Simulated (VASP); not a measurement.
# CdS (F-43m) in VASP: single point with HSE06

Aim: the single point of CdS with HSE06.

All numbers are computed with VASP 6.6.1; they aren't measurements. Logs are shortened: lines on timing, memory, paths and dates and some standing lists are left out, and cuts for length are marked.

## (1) The cell of the first run

It takes space group F-43m (No. 216, cubic). The conventional cell has a = 5.833 Å, b = 5.833 Å, c = 5.833 Å, α = 90.00°, β = 90.00°, γ = 90.00°. Within 3.3 Å of Cd (site symmetry -43m) lie 4 S at 2.53 Å. S (site symmetry -43m) has 4 Cd at 2.53 Å within 3.3 Å.

## (2) Single point, HSE06, non-collinear spin, zero start, spin-orbit coupling

Contents of POSCAR:

```
CdS
1.0
    0.0000000000      2.9165000000      2.9165000000
    2.9165000000      0.0000000000      2.9165000000
    2.9165000000      2.9165000000      0.0000000000
Cd S
1 1
Direct
    0.0000000000      0.0000000000      0.0000000000
    0.7500000000      0.7500000000      0.7500000000
```

Contents of INCAR.step1:

```
  PREC = Accurate
  ENCUT = 520
  EDIFF = 1E-5
  ISMEAR = -1
  SIGMA = 0.05
  LREAL = False
  LASPH = True
  NELM = 150
  ALGO = Normal
  ISIF = 2
  LWAVE = True
  LCHARG = False
  LNONCOLLINEAR = True
  MAGMOM = 0 0 0 0 0 0
  LORBIT = 11
  LSORBIT = True
  GGA_COMPAT = False
  LORBMOM = True
  GGA = PE
  NBANDS = 30
  LUSENCCL = False
```

Contents of INCAR.step2:

```
  PREC = Accurate
  ENCUT = 520
  EDIFF = 1E-6
  ISMEAR = -1
  SIGMA = 0.05
  LREAL = False
  LASPH = True
  NELM = 150
  ALGO = Normal
  ISIF = 2
  LWAVE = False
  LCHARG = False
  LNONCOLLINEAR = True
  MAGMOM = 0 0 0 0 0 0
  LORBIT = 11
  LSORBIT = True
  GGA_COMPAT = False
  LORBMOM = True
  GGA = PE
  LHFCALC = True
  HFSCREEN = 0.2079
  PRECFOCK = Normal
  ISTART = 1
  NBANDS = 30
  LUSENCCL = False
```

Contents of KPOINTS:

```
Automatic mesh
0
Gamma
  4 4 4
```

Potentials or basis: VASP PAW PBE potentials, release 64 (Cd, S).

The run is started by

```bash
$ cat potpaw_PBE.64/Cd/POTCAR potpaw_PBE.64/S/POTCAR > POTCAR
$ cp INCAR.step1 INCAR
$ mpirun -np 1 vasp_ncl > vasp.out
$ cp INCAR.step2 INCAR
$ mpirun -np 1 vasp_ncl > vasp.out
```

OUTCAR:

```text
PREC = Accurate
   ENCUT = 520
   EDIFF = 1E-6
   ISMEAR = -1
   LREAL = False
   LASPH = True
   NELM = 150
   ISIF = 2
   LNONCOLLINEAR = True
   LORBIT = 11
   LSORBIT = True
   GGA = PE
   LHFCALC = True
   HFSCREEN = 0.2079
   PRECFOCK = Normal
   ISTART = 1

 ion  position               nearest neighbor table
   1  0.000  0.000  0.000-   2 2.53   2 2.53   2 2.53   2 2.53
   2  0.750  0.750  0.750-   1 2.53   1 2.53   1 2.53   1 2.53

  LATTYP: Found a face centered cubic cell.
 ALAT       =     5.8330000000

  Lattice vectors:

 A1 = (   0.0000000000,   2.9165000000,   2.9165000000)
 A2 = (   2.9165000000,   0.0000000000,   2.9165000000)
 A3 = (   2.9165000000,   2.9165000000,   0.0000000000)

Analysis of symmetry for initial positions (statically):
=====================================================================
 Subroutine PRICEL returns:
 Original cell was already a primitive cell.

 Routine SETGRP: Setting up the symmetry group for a
 face centered cubic supercell.

 Subroutine GETGRP returns: Found 24 space group operations
 (whereof 24 operations were pure point group operations)
 out of a pool of 48 trial point group operations.

The static configuration has the point symmetry T_d .

Analysis of symmetry for dynamics (positions and initial velocities):
=====================================================================
 Subroutine PRICEL returns:
 Original cell was already a primitive cell.

 Routine SETGRP: Setting up the symmetry group for a
 face centered cubic supercell.

 Subroutine GETGRP returns: Found 24 space group operations
 (whereof 24 operations were pure point group operations)
 out of a pool of 48 trial point group operations.

The dynamic configuration has the point symmetry T_d .

Analysis of structural, dynamic, and magnetic symmetry:
=====================================================================
 Subroutine PRICEL returns:
 Original cell was already a primitive cell.

 Routine SETGRP: Setting up the symmetry group for a
 face centered cubic supercell.

 Subroutine GETGRP returns: Found 24 space group operations
 (whereof 24 operations were pure point group operations)
 out of a pool of 48 trial point group operations.

The overall configuration has the point symmetry T_d .

 Subroutine INISYM returns: Found 24 space group operations
 (whereof 24 operations are pure point group operations),
 and found     1 'primitive' translations

----------------------------------------------------------------------------------------

                                     Primitive cell

  volume of cell :      49.6153

  direct lattice vectors                    reciprocal lattice vectors
     0.000000000  2.916500000  2.916500000    -0.171438368  0.171438368  0.171438368
     2.916500000  0.000000000  2.916500000     0.171438368 -0.171438368  0.171438368
     2.916500000  2.916500000  0.000000000     0.171438368  0.171438368 -0.171438368

  length of vectors
     4.124553855  4.124553855  4.124553855     0.296939964  0.296939964  0.296939964

  position of ions in fractional coordinates (direct lattice)
     0.000000000  0.000000000  0.000000000
     0.750000000  0.750000000  0.750000000

  ion indices of the primitive-cell ions
   primitive index   ion index
                 1           1
                 2           2

----------------------------------------------------------------------------------------

 KPOINTS: Automatic mesh

Automatic generation of k-mesh.
 Grid dimensions read from file:
 generate k-points for:    4    4    4

 Generating k-lattice:

  Cartesian coordinates                     Fractional coordinates (reciprocal lattice)
    -0.042859592  0.042859592  0.042859592     0.250000000  0.000000000  0.000000000
[... 92 lines left out ...]

 number of electron      18.0000004 magnetization       0.0000000      0.0000000      0.0000000

 number of electron      18.0000004 magnetization      -0.0000000     -0.0000000      0.0000000

 Free energy of the ion-electron system (eV)
  ---------------------------------------------------
  ext. energy  EPLUGINS =         0.00000000
  ---------------------------------------------------
  free energy    TOTEN  =        -7.61462368 eV

  energy without entropy =       -7.61462368  energy(sigma->0) =       -7.61462368

 E-fermi :   1.7510     XC(G=0):  -7.5868

 val. band max:        0.6928767437   @ k =   0.0000   0.0000   0.0000
 cond. band min:       2.8545204845   @ k =   0.0000   0.0000   0.0000
 fundamental gap:      2.1616437408
 Fermi energy:         1.7509768294

 k-point     1 :       0.0000    0.0000    0.0000
  band No.  band energies     occupation
      1     -12.8795      1.00000
      2     -12.8795      1.00000
      3      -8.4727      1.00000
      4      -8.4727      1.00000
      5      -8.4727      1.00000
      6      -8.4727      1.00000
[... 319 lines left out ...]
     29      15.2194      0.00000
     30      15.3464      0.00000

------------------------ aborting loop because EDIFF is reached ----------------------------------------

  FORCE on cell =-STRESS in cart. coord.  units (eV):
  Direction    XX          YY          ZZ          XY          YZ          ZX
  --------------------------------------------------------------------------------------
  -------------------------------------------------------------------------------------
  Total        0.6562955      0.6562955      0.6562955      0.0000000      0.0000000     -0.0000000
  in kB       21.1930797     21.1930797     21.1930797      0.0000000      0.0000000     -0.0000000
  external PRESSURE =      21.1930797 kB  Pullay stress =       0.0000000 kB

 VOLUME and BASIS-vectors are now :
 -----------------------------------------------------------------------------
  energy-cutoff  :      520.00
  volume of cell :       49.62
      direct lattice vectors                 reciprocal lattice vectors
     0.000000000  2.916500000  2.916500000    -0.171438368  0.171438368  0.171438368
     2.916500000  0.000000000  2.916500000     0.171438368 -0.171438368  0.171438368
     2.916500000  2.916500000  0.000000000     0.171438368  0.171438368 -0.171438368

 POSITION                                       TOTAL-FORCE (eV/Angst)
 -----------------------------------------------------------------------------------
      0.00000      0.00000      0.00000        -0.000000     -0.000000     -0.000000
      4.37475      4.37475      4.37475         0.000000      0.000000      0.000000
 -----------------------------------------------------------------------------------
    total drift:                               -0.000019      0.000006     -0.000030

  FREE ENERGIE OF THE ION-ELECTRON SYSTEM (eV)
  ---------------------------------------------------
  free  energy   TOTEN  =        -7.6146236790 eV

  energy  without entropy=       -7.6146236789  energy(sigma->0) =       -7.61462368

 orbital moment (x)

 # of ion     p       d       tot
 ----------------------------------------
  1        -0.000   0.000   0.000
  2         0.000   0.000   0.000
 ----------------------------------------
            0.000   0.000   0.000

 orbital moment (y)

 # of ion     p       d       tot
 ----------------------------------------
  1         0.000   0.000   0.000
  2         0.000   0.000   0.000
 ----------------------------------------
            0.000   0.000   0.000

 orbital moment (z)

 # of ion     p       d       tot
 ----------------------------------------
  1         0.000   0.000   0.000
  2         0.000   0.000   0.000
 ----------------------------------------
            0.000   0.000   0.000

 Spin-Orbit-Coupling matrix elements

 Ion:    1  E_soc:     -0.0543925
 l=   1
     0.0000000    -0.0022404    -0.0022404
    -0.0022404     0.0000000    -0.0022404
    -0.0022404    -0.0022404     0.0000000
 l=   2
     0.0000000    -0.0013954     0.0000000    -0.0013954    -0.0054296
    -0.0013954     0.0000000    -0.0040722    -0.0013954    -0.0013574
     0.0000000    -0.0040722     0.0000000    -0.0040722     0.0000000
    -0.0013954    -0.0013954    -0.0040722     0.0000000    -0.0013574
    -0.0054296    -0.0013574     0.0000000    -0.0013574     0.0000000
 l=   3
     0.0000000     0.0000000     0.0000000     0.0000000     0.0000000     0.0000000     0.0000000
     0.0000000     0.0000000     0.0000000     0.0000000     0.0000000     0.0000000     0.0000000
     0.0000000     0.0000000     0.0000000     0.0000000     0.0000000     0.0000000     0.0000000
     0.0000000     0.0000000     0.0000000     0.0000000     0.0000000     0.0000000     0.0000000
     0.0000000     0.0000000     0.0000000     0.0000000     0.0000000     0.0000000     0.0000000
     0.0000000     0.0000000     0.0000000     0.0000000     0.0000000     0.0000000     0.0000000
     0.0000000     0.0000000     0.0000000     0.0000000     0.0000000     0.0000000     0.0000000

 Ion:    2  E_soc:     -0.0019999
 l=   1
     0.0000000    -0.0003333    -0.0003333
    -0.0003333     0.0000000    -0.0003333
    -0.0003333    -0.0003333     0.0000000
 l=   2
     0.0000000     0.0000000     0.0000000     0.0000000     0.0000000
     0.0000000     0.0000000     0.0000000     0.0000000     0.0000000
     0.0000000     0.0000000     0.0000000     0.0000000     0.0000000
     0.0000000     0.0000000     0.0000000     0.0000000     0.0000000
     0.0000000     0.0000000     0.0000000     0.0000000     0.0000000
 l=   3
     0.0000000     0.0000000     0.0000000     0.0000000     0.0000000     0.0000000     0.0000000
     0.0000000     0.0000000     0.0000000     0.0000000     0.0000000     0.0000000     0.0000000
     0.0000000     0.0000000     0.0000000     0.0000000     0.0000000     0.0000000     0.0000000
     0.0000000     0.0000000     0.0000000     0.0000000     0.0000000     0.0000000     0.0000000
     0.0000000     0.0000000     0.0000000     0.0000000     0.0000000     0.0000000     0.0000000
     0.0000000     0.0000000     0.0000000     0.0000000     0.0000000     0.0000000     0.0000000
     0.0000000     0.0000000     0.0000000     0.0000000     0.0000000     0.0000000     0.0000000

 total charge

# of ion       s       p       d       tot
------------------------------------------
    1        0.398   0.326   9.608  10.332
    2        1.310   2.439   0.000   3.749
--------------------------------------------------
tot          1.708   2.765   9.608  14.081

 magnetization (x)

# of ion       s       p       d       tot
------------------------------------------
    1        0.000   0.000  -0.000  -0.000
    2        0.000  -0.000   0.000  -0.000
--------------------------------------------------
tot          0.000  -0.000  -0.000  -0.000

 magnetization (y)

# of ion       s       p       d       tot
------------------------------------------
    1       -0.000   0.000   0.000   0.000
    2        0.000   0.000   0.000   0.000
--------------------------------------------------
tot         -0.000   0.000   0.000   0.000

 magnetization (z)

# of ion       s       p       d       tot
------------------------------------------
    1        0.000   0.000  -0.000   0.000
    2        0.000  -0.000   0.000  -0.000
--------------------------------------------------
tot          0.000   0.000  -0.000   0.000
```

It took 17 min on 1 × NVIDIA H100 80GB with 1 thread of Intel Xeon Platinum 8481C at 2.70GHz (Sapphire Rapids), shared host; peak memory 1.2 GiB.

What came out:

```yaml
Free_energy: -7.6146 eV
Pressure: 2.1 GPa
Net_moment: 0.00 μB per cell
Valence_electrons_inside_the_program's_atomic_spheres: Cd 10.33; S 3.75
```

Moments on the atoms (μB; x, y, z):
```
Cd  0.00 0.00 0.00
S   0.00 0.00 0.00
```

Caveat: the k points lie up to 0.47 Å⁻¹ apart; the PAW data sets were made with another functional, which shifts forces and pressure a little.
